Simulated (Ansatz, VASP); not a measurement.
# BH12C3N: VASP beside Ansatz

```
B H C N
1.0
     4.53960    2.62094    1.96407
    -4.53960    2.62094    1.96407
     0.00000   -5.24188    1.96407
B H C N
1 12 3 1
Direct
  0.91710 0.91710 0.91710
  0.30050 0.56150 0.30050
  0.30050 0.30050 0.56150
  0.56150 0.30050 0.30050
  0.41000 0.85170 0.58120
  0.58120 0.41000 0.85170
  0.85170 0.58120 0.41000
  0.58120 0.85170 0.41000
  0.85170 0.41000 0.58120
  0.41000 0.58120 0.85170
  0.04295 0.04295 0.83100
  0.83100 0.04295 0.04295
  0.04295 0.83100 0.04295
  0.46620 0.73110 0.46620
  0.46620 0.46620 0.73110
  0.73110 0.46620 0.46620
  0.64260 0.64260 0.64260
```

Alike in both runs: task relaxation of the atoms; functional PBE; k mesh 4 × 4 × 4; occupations fermi-dirac, width 0.02 eV; no spin polarisation.

```csv
,VASP,Ansatz
version,VASP 6.6.1,Ansatz 0.2.0
potentials or method,"VASP PAW PBE potentials, release 64 (B, H, C, N)","plane-wave PAW, scalar-relativistic"
plane-wave cutoff (eV),520,420
valence electrons in the cell,32,32
```

```tsv
	VASP	Ansatz	Ansatz less VASP
gap on the k mesh at the Fermi level, each at its own relaxed structure (eV)	6.29	6.29	+0.002
```

Ansatz's warnings: stress scf threshold loose.
